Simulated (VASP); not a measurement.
Set up this calculation in VASP 6.6.1, as the native input.

```
Task                   : single point
Functional             : r2SCAN
Potentials or basis    : VASP PAW PBE potentials, release 64 (W_sv, S)
Cutoff                 : 520 eV
k mesh                 : 12 × 12 × 12
Occupations            : gaussian, width 0.05 eV
Spin                   : no spin polarisation
Dipole correction      : no
Further INCAR settings : ALGO = Normal; EDIFF = 1e-06; NBANDS = 20
```

Crystal: WS2.

```xyz
3
Lattice="1.7009 0.9820 5.3114 -1.7009 0.9820 5.3114 0.0000 -1.9641 5.3114" Properties=species:S:1:pos:R:3 pbc="T T T"
W     0.0000    0.0000    0.0000
S     0.0000    0.0000   11.9554
S     0.0000    0.0000    9.2578
```

This cell differs from its parent crystal: ratio of the length along z to the lengths across it x 0.8, volume and fractional coordinates fixed.

One way to write it, as run:

POSCAR

```
WS2
1.0
    1.7009266017      0.9820304314      5.3113967832
   -1.7009266017      0.9820304314      5.3113967832
    0.0000000000     -1.9640608628      5.3113967832
W S
1 2
Direct
    0.0000000000      0.0000000000      0.0000000000
    0.7503000000      0.7503000000      0.7503000000
    0.5810000000      0.5810000000      0.5810000000
```

INCAR.step1

```
PREC = Accurate
ENCUT = 520
ISMEAR = 0
SIGMA = 0.05
LREAL = False
LASPH = True
NELM = 100
NBANDS = 20
GGA = PE
ALGO = Normal
EDIFF = 1E-4
LWAVE = True
LCHARG = False
```

INCAR.step2

```
PREC = Accurate
ENCUT = 520
EDIFF = 1E-6
ISMEAR = 0
SIGMA = 0.05
LREAL = False
LASPH = True
NELM = 100
ALGO = Normal
ISIF = 2
LWAVE = False
LCHARG = True
METAGGA = R2SCAN
LMIXTAU = True
LELF = True
LVHAR = True
NBANDS = 20
ISTART = 1
```

KPOINTS

```
Automatic mesh
0
Gamma
  12 12 12
```

Potentials or basis: VASP PAW PBE potentials, release 64 (W_sv, S).

Run with:

```console
$ cat potpaw_PBE.64/W_sv/POTCAR potpaw_PBE.64/S/POTCAR > POTCAR
$ cp INCAR.step1 INCAR
$ mpirun -np 1 vasp_std > vasp.out
$ cp INCAR.step2 INCAR
$ mpirun -np 1 vasp_std > vasp.out
```

Results of the run:

```
Pressure               : 4.7 GPa
Largest force          : 2.777 eV/Å
Band gap on the k mesh : zero (bands 13 and 14 overlap by 1.04 eV)
```

Caveat: the stress differs along the axes, from -7 to 28 GPa; the PAW data sets were made with another functional, which shifts forces and pressure a little; spin-orbit coupling is left out, which moves the levels of the heavy elements.

It took 23 min on 1 thread of Intel Xeon 8259CL, with other jobs on the host, peak memory 0.41 GiB.
